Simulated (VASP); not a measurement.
# B (Pm-3m) in VASP: notebook

The runs below take B through single point, with RPBE.

All numbers are computed with VASP 6.6.1; they aren't measurements. Logs are shortened: lines on timing, memory, paths and dates and some standing lists are left out, and cuts for length are marked.

**1. The cell of the first run**

Symmetry: Pm-3m, No. 221, cubic system. Conventional cell: a = 1.894 Å, b = 1.894 Å, c = 1.894 Å, α = 90.00°, β = 90.00°, γ = 90.00°. Within 2.5 Å of B (site symmetry m-3m) lie 6 B at 1.89 Å.

**2. Single point, RPBE**

Contents of INCAR:

```
PREC = Accurate
ENCUT = 500
EDIFF = 1E-6
ISMEAR = -1
SIGMA = 0.1
LREAL = False
LASPH = True
NELM = 120
ALGO = Normal
ISIF = 2
LWAVE = False
LCHARG = False
GGA = RP
NBANDS = 8
GGA_COMPAT = False
```

Contents of KPOINTS:

```
regular mesh
0
Gamma
  16 16 16
```

Contents of POSCAR:

```
B
1.0
    1.8938651091      0.0000000000      0.0000000000
    0.0000000000      1.8938651091      0.0000000000
    0.0000000000      0.0000000000      1.8938651091
B
1
Direct
    0.0000000000      0.0000000000      0.0000000000
```

Potentials or basis: VASP PAW PBE potentials, release 64 (B).

The run is started by

```sh
$ cat potpaw_PBE.64/B/POTCAR > POTCAR
$ mpirun -np 1 vasp_std > vasp.out
```

OUTCAR:

```text
PREC = Accurate
   ENCUT = 500
   EDIFF = 1E-6
   ISMEAR = -1
   LREAL = False
   LASPH = True
   NELM = 120
   ISIF = 2
   GGA = RP

 ion  position               nearest neighbor table
   1  0.000  0.000  0.000-

  LATTYP: Found a simple cubic cell.
 ALAT       =     1.8938651091

  Lattice vectors:

 A1 = (   1.8938651091,   0.0000000000,   0.0000000000)
 A2 = (   0.0000000000,   1.8938651091,   0.0000000000)
 A3 = (   0.0000000000,   0.0000000000,   1.8938651091)

Analysis of symmetry for initial positions (statically):
=====================================================================
 Subroutine PRICEL returns:
 Original cell was already a primitive cell.

 Routine SETGRP: Setting up the symmetry group for a
 simple cubic supercell.

 Subroutine GETGRP returns: Found 48 space group operations
 (whereof 48 operations were pure point group operations)
 out of a pool of 48 trial point group operations.

The static configuration has the point symmetry O_h .

Analysis of symmetry for dynamics (positions and initial velocities):
=====================================================================
 Subroutine PRICEL returns:
 Original cell was already a primitive cell.

 Routine SETGRP: Setting up the symmetry group for a
 simple cubic supercell.

 Subroutine GETGRP returns: Found 48 space group operations
 (whereof 48 operations were pure point group operations)
 out of a pool of 48 trial point group operations.

The dynamic configuration has the point symmetry O_h .

 Subroutine INISYM returns: Found 48 space group operations
 (whereof 48 operations are pure point group operations),
 and found     1 'primitive' translations

----------------------------------------------------------------------------------------

                                     Primitive cell

  volume of cell :       6.7928

  direct lattice vectors                    reciprocal lattice vectors
     1.893865109  0.000000000  0.000000000     0.528020710  0.000000000  0.000000000
     0.000000000  1.893865109  0.000000000     0.000000000  0.528020710  0.000000000
     0.000000000  0.000000000  1.893865109     0.000000000  0.000000000  0.528020710

  length of vectors
     1.893865109  1.893865109  1.893865109     0.528020710  0.528020710  0.528020710

  position of ions in fractional coordinates (direct lattice)
[... 70 lines left out ...]
   ICHARG =      2    charge: 1-file 2-atom 10-const
   ISPIN  =      1    spin polarized calculation?
   LNONCOLLINEAR =      F non collinear calculations
   LSORBIT =      F    spin-orbit coupling
   LASPH  =      T    aspherical Exc in radial PAW
   ENCUT  =  500.0 eV  36.75 Ry    6.06 a.u.   3.45  3.45  3.45*2*pi/ulx,y,z
   NELM   =    120;   NELMIN=  2; NELMDL= -5     # of ELM steps
   EDIFF  = 0.1E-05   stopping-criterion for ELM
   LREAL  =      F    real-space projection
   EDIFFG = 0.1E-04   stopping-criterion for IOM
   NSW    =      0    number of steps for IOM
   IBRION =     -1    ionic relax: 0-MD 1-quasi-New 2-CG
   NFREE  =      0    steps in history (QN), initial steepest desc. (CG)
   ISIF   =      2    stress and relaxation
   ISYM   =      2    0-nonsym 1-usesym 2-fastsym
   POTIM  = 0.5000    time-step for ionic-motion
   TEBEG  =    0.0;   TEEND  =   0.0 temperature during run
   PSTRESS=    0.0 pullay stress
   NELECT =       3.0000    total number of electrons
   NUPDOWN=      -1.0000    fix difference up-down
   EMIN   =  10.00;   EMAX   =-10.00  energy-range for DOS
   EFERMI =   0.00;   METHOD = LEGACY
   ISMEAR =    -1;   SIGMA  =   0.10  broadening in eV -4-tet -1-fermi 0-gaus
   EFERMI_NEDOS =   21; number of points for ismear=-14 and -15
   IALGO  =     38    algorithm
   IMIX   =      4    mixing-type and parameters
     AMIX     =   0.40;   BMIX     =  1.00
     AMIX_MAG =   1.60;   BMIX_MAG =  1.00
  volume/ion in A,a.u.               =       6.79        45.84
  Fermi-wavevector in a.u.,A,eV,Ry     =   1.246712  2.355944 21.147417  1.554291
  Thomas-Fermi vector in A             =   2.380877
   LORBIT       =      0    0 simple, 1 ext, 2 COOP (PROOUT), +10 PAW based schemes
   GGA     = RP    functional components
   LHFCALC =     F    Hartree Fock is set to
   AEXX    =    0.0000 exact exchange contribution
   IVDW    =     0    specifies the selected vdW correction
   LEPSILON=     F    determine dielectric tensor
   LRPA    =     F    only Hartree local field effects (RPA)
 non-spin polarized calculation
  energy-cutoff  :      500.00
  volume of cell :        6.79
 maximum number of plane-waves:       183
 NGX is ok and might be reduce to    14
   NGX =  7   NGY =  7   NGZ =  7

 number of electron       3.0000000 magnetization

 Free energy of the ion-electron system (eV)
  ---------------------------------------------------
  ext. energy  EPLUGINS =         0.00000000
  ---------------------------------------------------
  free energy    TOTEN  =        -5.32746678 eV

  energy without entropy =       -5.32077387  energy(sigma->0) =       -5.32412033

 E-fermi :   7.0202     XC(G=0): -12.3202

 val. band max:        6.9691112806   @ k =   0.3750   0.3125   0.1250
 cond. band min:       7.0512276312   @ k =   0.3750   0.2500   0.1875
 fundamental gap:      0.0821163506
 Fermi energy:         7.0202325172

 k-point     1 :       0.0000    0.0000    0.0000
  band No.  band energies     occupation
      1      -8.7303      2.00000
      2      20.5538      0.00000
      3      20.5538      0.00000
      4      20.5538      0.00000
      5      30.7519      0.00000
      6      30.7519      0.00000
      7      39.7530      0.00000
      8      59.9106      0.00000
[... 243 lines left out ...]
 k-point    24 :       0.5000    0.1250    0.0000
  band No.  band energies     occupation
      1      -0.5821      2.00000
      2       1.1118      2.00000
      3      21.7282      0.00000
      4      24.7944      0.00000
      5      31.5652      0.00000
      6      41.2370      0.00000
      7      41.8278      0.00000
      8      43.6740      0.00000

 [... further k-points ...]
[... 5 lines left out ...]
  --------------------------------------------------------------------------------------
  -------------------------------------------------------------------------------------
  Total       -0.0026136     -0.0026136     -0.0026136     -0.0000000      0.0000000     -0.0000000
  in kB       -0.6164585     -0.6164585     -0.6164585     -0.0000000      0.0000000     -0.0000000
  external PRESSURE =      -0.6164585 kB  Pullay stress =       0.0000000 kB

 VOLUME and BASIS-vectors are now :
 -----------------------------------------------------------------------------
  energy-cutoff  :      500.00
  volume of cell :        6.79
      direct lattice vectors                 reciprocal lattice vectors
     1.893865109  0.000000000  0.000000000     0.528020710  0.000000000  0.000000000
     0.000000000  1.893865109  0.000000000     0.000000000  0.528020710  0.000000000
     0.000000000  0.000000000  1.893865109     0.000000000  0.000000000  0.528020710

 POSITION                                       TOTAL-FORCE (eV/Angst)
 -----------------------------------------------------------------------------------
      0.00000      0.00000      0.00000         0.000000      0.000000      0.000000
 -----------------------------------------------------------------------------------
    total drift:                                0.000000      0.000000     -0.000000

  FREE ENERGIE OF THE ION-ELECTRON SYSTEM (eV)
  ---------------------------------------------------
  free  energy   TOTEN  =        -5.3274667777 eV

  energy  without entropy=       -5.3207738724  energy(sigma->0) =       -5.32412033
```

stdout:

```text
POSCAR found type information on POSCAR B
 POSCAR found :  1 types and       1 ions
 scaLAPACK will be used
 -----------------------------------------------------------------------------
|                                                                             |
|                                                                             |
|     You enforced a specific xc type in the INCAR file but a different       |
|     I HOPE YOU KNOW WHAT YOU ARE DOING!                                     |
|                                                                             |
 -----------------------------------------------------------------------------

 LDA part: xc-table for (Slater+PW92), standard interpolation
 POSCAR, INCAR and KPOINTS ok, starting setup
 FFT: planning ... GRIDC
 FFT: planning ... GRID_SOFT
 FFT: planning ... GRID
 WAVECAR not read
 entering main loop
```

Wall time 5.8 s (1 thread of Intel Xeon Platinum 8259CL at 2.50GHz (Skylake/Cascade Lake), shared host); peak memory 0.1 GiB.

What came out:

```
Free energy : -5.3275 eV
Pressure    : -0.1 GPa
```

Caveat: the PAW data sets were made with another functional, which shifts forces and pressure a little.

**3. Single point, RPBE (volume scaled by 0.88)**

Contents of INCAR:

```
SYSTEM = B
PREC     = Accurate       ! precision mode
ENCUT    = 500            ! plane-wave cutoff, eV
EDIFF    = 1E-6           ! SCF threshold, eV
ISMEAR   = -1             ! smearing method
SIGMA    = 0.1            ! smearing width, eV
LREAL    = .FALSE.        ! projectors in reciprocal space
LASPH    = .TRUE.         ! aspherical terms in the spheres
NELM     = 120            ! most SCF steps
ALGO     = Normal         ! electronic algorithm
ISIF     = 2              ! what is computed and relaxed
LWAVE    = .FALSE.        ! write WAVECAR
LCHARG   = .FALSE.        ! write CHGCAR
GGA      = RP             ! functional
NBANDS   = 8              ! bands
GGA_COMPAT= .FALSE.
```

Contents of KPOINTS:

```
regular mesh
0
G
  18 18 18
  0 0 0
```

Contents of POSCAR:

```
B
1.0
    1.8148605781      0.0000000000      0.0000000000
    0.0000000000      1.8148605781      0.0000000000
    0.0000000000      0.0000000000      1.8148605781
B
1
Direct
    0.0000000000      0.0000000000      0.0000000000
```

Potentials or basis: VASP PAW PBE potentials, release 64 (B).

The run is started by

```sh
$ cat potpaw_PBE.64/B/POTCAR > POTCAR
$ mpirun -np 1 vasp_std > vasp.out
```

Run time: 7.3 s. Hardware: 1 thread of Intel Xeon Platinum 8259CL at 2.50GHz (Skylake/Cascade Lake), shared host; peak memory 0.11 GiB.

It converged, with:

```yaml
Free_energy: -5.2284 eV
Pressure: 37.5 GPa
```

Levels at points of the mesh, in eV from the Fermi level:
```csv
k point,band 1,band 2,band 3,band 4,band 5,band 6
"(0.00, 0.00, 0.00)",-17.03,14.99,14.99,14.99,25.38,25.38
"(0.50, 0.00, 0.00)",-9.22,-6.42,19.43,19.43,32.28,33.34
"(0.50, 0.50, 0.00)",-2.24,-2.24,5.35,8.11,23.05,43.37
"(0.50, 0.50, 0.50)",3.77,3.77,3.77,17.24,17.24,17.24
```

Caveat: the PAW data sets were made with another functional, which shifts forces and pressure a little.

**4. Single point, RPBE (volume scaled by 0.92)**

Contents of INCAR:

```
ALGO     = Normal         # electronic algorithm
EDIFF    = 1E-6           # SCF threshold, eV
ENCUT    = 500            # plane-wave cutoff, eV
GGA      = RP             # functional
GGA_COMPAT= False        
ISIF     = 2              # what is computed and relaxed
ISMEAR   = -1             # smearing method
LASPH    = True           # aspherical terms in the spheres
LCHARG   = False          # write CHGCAR
LREAL    = False          # projectors in reciprocal space
LWAVE    = False          # write WAVECAR
NBANDS   = 8              # bands
NELM     = 120            # most SCF steps
PREC     = Accurate       # precision mode
SIGMA    = 0.1            # smearing width, eV
```

Contents of KPOINTS:

```
k-points
0
Gamma
  18 18 18
```

Contents of POSCAR:

```
B
1.0
    1.8419520435      0.0000000000      0.0000000000
    0.0000000000      1.8419520435      0.0000000000
    0.0000000000      0.0000000000      1.8419520435
B
1
Direct
    0.0000000000      0.0000000000      0.0000000000
```

The run is started by

```sh
$ cat potpaw_PBE.64/B/POTCAR > POTCAR
$ mpirun -np 1 vasp_std > vasp.out
```

Run time: 5.2 s. Hardware: 1 thread of Intel Xeon Platinum 8259CL at 2.50GHz (Skylake/Cascade Lake), shared host; peak memory 0.11 GiB.

The run converged. Its results:

```
Free energy : -5.2793 eV
Pressure    : 22.8 GPa
```

Levels at points of the mesh, in eV from the Fermi level:
```tsv
k point	band 1	band 2	band 3	band 4	band 5	band 6
(0.00, 0.00, 0.00)	-16.58	14.47	14.47	14.47	24.78	24.78
(0.50, 0.00, 0.00)	-8.85	-6.39	18.69	18.69	31.38	32.48
(0.50, 0.50, 0.00)	-2.14	-2.14	4.89	8.08	22.15	42.16
(0.50, 0.50, 0.50)	3.63	3.63	3.63	16.92	16.92	16.92
```

Caveat: the PAW data sets were made with another functional, which shifts forces and pressure a little.

(Continued in part 2 of 2.)
